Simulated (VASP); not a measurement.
# AlN (Fm-3m) in VASP: a series of runs

The runs below take AlN through single point, relaxation of cell and atoms, with PBE, RPBE.

All numbers are computed with VASP 6.6.1; they aren't measurements. Logs are shortened: lines on timing, memory, paths and dates and some standing lists are left out, and cuts for length are marked.

### 1 The cell of the first run

It takes space group Fm-3m (No. 225, cubic). Conventional cell: a = 4.071 Å, b = 4.071 Å, c = 4.071 Å, α = 90.00°, β = 90.00°, γ = 90.00°. Al (site symmetry m-3m) has 6 N at 2.04 Å within 2.7 Å. N (site symmetry m-3m) has 6 Al at 2.04 Å within 2.7 Å.

### 2 Single point, PBE

Contents of INCAR:

```
  PREC = Accurate
  ENCUT = 600
  EDIFF = 1E-6
  ISMEAR = 0
  SIGMA = 0.01
  LREAL = False
  LASPH = True
  NELM = 120
  ALGO = Normal
  ISIF = 2
  LWAVE = False
  LCHARG = False
  GGA = PE
  NBANDS = 11
  GGA_COMPAT = False
```

Contents of KPOINTS:

```
Automatic mesh
0
Gamma
  10 10 10
```

Contents of POSCAR:

```
AlN
1.0
    0.0000000000      2.0353009605      2.0353009605
    2.0353009605      0.0000000000      2.0353009605
    2.0353009605      2.0353009605      0.0000000000
Al N
1 1
Direct
    0.0000000000      0.0000000000      0.0000000000
    0.5000000000      0.5000000000      0.5000000000
```

Potentials or basis: VASP PAW PBE potentials, release 64 (Al, N).

Command:

```sh
$ cat potpaw_PBE.64/Al/POTCAR potpaw_PBE.64/N/POTCAR > POTCAR
$ mpirun -np 1 vasp_std > vasp.out
```

OUTCAR:

```text
PREC = Accurate
   ENCUT = 600
   EDIFF = 1E-6
   ISMEAR = 0
   LREAL = False
   LASPH = True
   NELM = 120
   ISIF = 2
   GGA = PE

 ion  position               nearest neighbor table
   1  0.000  0.000  0.000-   2 2.04   2 2.04   2 2.04   2 2.04   2 2.04   2 2.04
   2  0.500  0.500  0.500-   1 2.04   1 2.04   1 2.04   1 2.04   1 2.04   1 2.04

  LATTYP: Found a face centered cubic cell.
 ALAT       =     4.0706019210

  Lattice vectors:

 A1 = (   0.0000000000,   2.0353009605,   2.0353009605)
 A2 = (   2.0353009605,   0.0000000000,   2.0353009605)
 A3 = (   2.0353009605,   2.0353009605,   0.0000000000)

Analysis of symmetry for initial positions (statically):
=====================================================================
 Subroutine PRICEL returns:
 Original cell was already a primitive cell.

 Routine SETGRP: Setting up the symmetry group for a
 face centered cubic supercell.

 Subroutine GETGRP returns: Found 48 space group operations
 (whereof 48 operations were pure point group operations)
 out of a pool of 48 trial point group operations.

The static configuration has the point symmetry O_h .

Analysis of symmetry for dynamics (positions and initial velocities):
=====================================================================
 Subroutine PRICEL returns:
 Original cell was already a primitive cell.

 Routine SETGRP: Setting up the symmetry group for a
 face centered cubic supercell.

 Subroutine GETGRP returns: Found 48 space group operations
 (whereof 48 operations were pure point group operations)
 out of a pool of 48 trial point group operations.

The dynamic configuration has the point symmetry O_h .

 Subroutine INISYM returns: Found 48 space group operations
 (whereof 48 operations are pure point group operations),
 and found     1 'primitive' translations

----------------------------------------------------------------------------------------

                                     Primitive cell

  volume of cell :      16.8623

  direct lattice vectors                    reciprocal lattice vectors
     0.000000000  2.035300960  2.035300960    -0.245663914  0.245663914  0.245663914
     2.035300960  0.000000000  2.035300960     0.245663914 -0.245663914  0.245663914
     2.035300960  2.035300960  0.000000000     0.245663914  0.245663914 -0.245663914

  length of vectors
     2.878350222  2.878350222  2.878350222     0.425502381  0.425502381  0.425502381

  position of ions in fractional coordinates (direct lattice)
     0.000000000  0.000000000  0.000000000
     0.500000000  0.500000000  0.500000000

  ion indices of the primitive-cell ions
   primitive index   ion index
                 1           1
                 2           2

----------------------------------------------------------------------------------------

 KPOINTS: Automatic mesh

Automatic generation of k-mesh.
 Grid dimensions read from file:
 generate k-points for:   10   10   10

 Generating k-lattice:

  Cartesian coordinates                     Fractional coordinates (reciprocal lattice)
    -0.024566391  0.024566391  0.024566391     0.100000000  0.000000000  0.000000000
     0.024566391 -0.024566391  0.024566391     0.000000000  0.100000000  0.000000000
     0.024566391  0.024566391 -0.024566391     0.000000000  0.000000000  0.100000000

  Length of vectors
     0.042550238  0.042550238  0.042550238

  Shift w.r.t. Gamma in fractional coordinates (k-lattice)
     0.000000000  0.000000000  0.000000000

 Subroutine IBZKPT returns following result:
 ===========================================

 Found     47 irreducible k-points:

 Following reciprocal coordinates:
            Coordinates               Weight
  0.000000  0.000000  0.000000      1.000000
  0.100000  0.000000  0.000000      8.000000
  0.200000  0.000000  0.000000      8.000000
  0.300000  0.000000  0.000000      8.000000
  0.400000  0.000000  0.000000      8.000000
  0.500000  0.000000  0.000000      4.000000
[... 16 lines left out ...]
  0.300000  0.300000  0.000000      6.000000
  0.400000  0.300000  0.000000     24.000000
 [... further k-points ...]
   k-points           NKPTS =     47   k-points in BZ     NKDIM =     47   number of bands    NBANDS=     11
   number of dos      NEDOS =    301   number of ions     NIONS =      2
   total plane-waves  NPLWV =  13824
   dimension x,y,z NGX =    24 NGY =   24 NGZ =   24
   dimension x,y,z NGXF=    48 NGYF=   48 NGZF=   48
   ions per type =               1   1
   NGX,Y,Z   is equivalent  to a cutoff of  13.86, 13.86, 13.86 a.u.
   NGXF,Y,Z  is equivalent  to a cutoff of  27.72, 27.72, 27.72 a.u.
 SYSTEM =  unknown system
   PREC   = accura    normal or accurate (medium, high low for compatibility)
   ISTART =      0    job   : 0-new  1-cont  2-samecut
   ICHARG =      2    charge: 1-file 2-atom 10-const
   ISPIN  =      1    spin polarized calculation?
   LNONCOLLINEAR =      F non collinear calculations
   LSORBIT =      F    spin-orbit coupling
   LASPH  =      T    aspherical Exc in radial PAW
   ENCUT  =  600.0 eV  44.10 Ry    6.64 a.u.   5.75  5.75  5.75*2*pi/ulx,y,z
   NELM   =    120;   NELMIN=  2; NELMDL= -5     # of ELM steps
   EDIFF  = 0.1E-05   stopping-criterion for ELM
   LREAL  =      F    real-space projection
   EDIFFG = 0.1E-04   stopping-criterion for IOM
   NSW    =      0    number of steps for IOM
   IBRION =     -1    ionic relax: 0-MD 1-quasi-New 2-CG
   NFREE  =      0    steps in history (QN), initial steepest desc. (CG)
   ISIF   =      2    stress and relaxation
   ISYM   =      2    0-nonsym 1-usesym 2-fastsym
   POTIM  = 0.5000    time-step for ionic-motion
   TEBEG  =    0.0;   TEEND  =   0.0 temperature during run
   PSTRESS=    0.0 pullay stress
   NELECT =       8.0000    total number of electrons
   NUPDOWN=      -1.0000    fix difference up-down
   EMIN   =  10.00;   EMAX   =-10.00  energy-range for DOS
   EFERMI =   0.00;   METHOD = LEGACY
   ISMEAR =     0;   SIGMA  =   0.01  broadening in eV -4-tet -1-fermi 0-gaus
   EFERMI_NEDOS =   21; number of points for ismear=-14 and -15
   IALGO  =     38    algorithm
   IMIX   =      4    mixing-type and parameters
     AMIX     =   0.40;   BMIX     =  1.00
     AMIX_MAG =   1.60;   BMIX_MAG =  1.00
  volume/ion in A,a.u.               =       8.43        56.90
  Fermi-wavevector in a.u.,A,eV,Ry     =   1.276829  2.412858 22.181485  1.630293
  Thomas-Fermi vector in A             =   2.409463
   LORBIT       =      0    0 simple, 1 ext, 2 COOP (PROOUT), +10 PAW based schemes
   GGA     = PE    functional components
   LHFCALC =     F    Hartree Fock is set to
   AEXX    =    0.0000 exact exchange contribution
   IVDW    =     0    specifies the selected vdW correction
   LEPSILON=     F    determine dielectric tensor
   LRPA    =     F    only Hartree local field effects (RPA)
 non-spin polarized calculation
 Gauss-broadening in eV      SIGMA  =   0.01
  energy-cutoff  :      600.00
  volume of cell :       16.86
 maximum number of plane-waves:       588
   NGX = 11   NGY = 11   NGZ = 11

 number of electron       8.0000000 magnetization

 Free energy of the ion-electron system (eV)
  ---------------------------------------------------
  ext. energy  EPLUGINS =         0.00000000
  ---------------------------------------------------
  free energy    TOTEN  =       -14.54764579 eV

  energy without entropy =      -14.54764579  energy(sigma->0) =      -14.54764579

 E-fermi :   9.8648     XC(G=0): -12.1911

 val. band max:        9.7033551392   @ k =   0.0000   0.0000   0.0000
 cond. band min:      14.1159634306   @ k =   0.5000   0.5000   0.0000
 fundamental gap:      4.4126082914
 Fermi energy:         9.8647937454

 k-point     1 :       0.0000    0.0000    0.0000
  band No.  band energies     occupation
      1      -7.6679      2.00000
      2       9.7034      2.00000
      3       9.7034      2.00000
      4       9.7034      2.00000
      5      15.0936      0.00000
      6      21.8049      0.00000
      7      21.8049      0.00000
      8      21.8049      0.00000
      9      26.8911      0.00000
     10      27.3440      0.00000
     11      27.3440      0.00000

 k-point     2 :       0.1000    0.0000    0.0000
  band No.  band energies     occupation
      1      -7.4667      2.00000
      2       8.6857      2.00000
      3       9.5855      2.00000
      4       9.5855      2.00000
      5      15.7348      0.00000
      6      20.9004      0.00000
      7      22.0923      0.00000
      8      22.0923      0.00000
      9      25.7124      0.00000
     10      25.7124      0.00000
     11      27.6837      0.00000

 k-point     3 :       0.2000    0.0000    0.0000
  band No.  band energies     occupation
      1      -6.8818      2.00000
      2       6.5670      2.00000
      3       9.2993      2.00000
      4       9.2993      2.00000
      5      16.4294      0.00000
      6      20.3493      0.00000
      7      22.2205      0.00000
      8      22.2205      0.00000
      9      25.1589      0.00000
     10      25.1589      0.00000
     11      26.9931      0.00000

 k-point     4 :       0.3000    0.0000    0.0000
  band No.  band energies     occupation
      1      -5.9872      2.00000
      2       4.2766      2.00000
      3       8.9818      2.00000
      4       8.9818      2.00000
      5      16.2234      0.00000
      6      21.2112      0.00000
      7      21.4534      0.00000
      8      21.4534      0.00000
      9      26.1870      0.00000
     10      26.6538      0.00000
     11      26.6538      0.00000
[... 239 lines left out ...]
 k-point    22 :      -0.2000    0.2000    0.0000
  band No.  band energies     occupation
      1      -5.6980      2.00000
      2       4.7977      2.00000
      3       6.8290      2.00000
      4       9.0472      2.00000
      5      18.1594      0.00000
      6      19.6250      0.00000
      7      20.3139      0.00000
      8      22.0426      0.00000
      9      24.6357      0.00000
     10      28.6244      0.00000
     11      29.8997      0.00000

 k-point    23 :       0.3000    0.3000    0.0000
  band No.  band energies     occupation
      1      -5.4604      2.00000
      2       4.9449      2.00000
      3       7.7209      2.00000
      4       7.7209      2.00000
      5      16.3675      0.00000
      6      16.4216      0.00000
      7      21.2296      0.00000
      8      25.1026      0.00000
      9      25.1026      0.00000
     10      30.0558      0.00000
     11      33.5166      0.00000

 k-point    24 :       0.4000    0.3000    0.0000
  band No.  band energies     occupation
      1      -4.7231      2.00000
      2       3.9355      2.00000
      3       6.9615      2.00000
      4       7.4684      2.00000
      5      15.7076      0.00000
      6      16.5728      0.00000
      7      21.6843      0.00000
      8      25.0579      0.00000
      9      25.7957      0.00000
     10      31.3129      0.00000
     11      34.1962      0.00000

 [... further k-points ...]

------------------------ aborting loop because EDIFF is reached ----------------------------------------

  FORCE on cell =-STRESS in cart. coord.  units (eV):
  Direction    XX          YY          ZZ          XY          YZ          ZX
  --------------------------------------------------------------------------------------
  -------------------------------------------------------------------------------------
  Total       -0.0460938     -0.0460938     -0.0460938      0.0000000      0.0000000     -0.0000000
  in kB       -4.3796257     -4.3796257     -4.3796257      0.0000000      0.0000000     -0.0000000
  external PRESSURE =      -4.3796257 kB  Pullay stress =       0.0000000 kB

 VOLUME and BASIS-vectors are now :
 -----------------------------------------------------------------------------
  energy-cutoff  :      600.00
  volume of cell :       16.86
      direct lattice vectors                 reciprocal lattice vectors
     0.000000000  2.035300960  2.035300960    -0.245663914  0.245663914  0.245663914
     2.035300960  0.000000000  2.035300960     0.245663914 -0.245663914  0.245663914
     2.035300960  2.035300960  0.000000000     0.245663914  0.245663914 -0.245663914

 POSITION                                       TOTAL-FORCE (eV/Angst)
 -----------------------------------------------------------------------------------
      0.00000      0.00000      0.00000        -0.000000      0.000000      0.000000
      2.03530      2.03530      2.03530         0.000000     -0.000000     -0.000000
 -----------------------------------------------------------------------------------
    total drift:                               -0.000000     -0.000000      0.000000

  FREE ENERGIE OF THE ION-ELECTRON SYSTEM (eV)
  ---------------------------------------------------
  free  energy   TOTEN  =       -14.5476457889 eV

  energy  without entropy=      -14.5476457889  energy(sigma->0) =      -14.54764579
```

Wall time 3.4 s (1 thread of Intel Xeon 6975P-C (Granite Rapids), shared host); peak memory 0.14 GiB.

What came out:

```yaml
Free_energy: -14.5476 eV
Pressure: -0.4 GPa
Band_gap_on_the_k_mesh: 4.41 eV (least direct gap 5.39 eV)
```

A k mesh can miss the band edges.

[end of part 1 of 3]
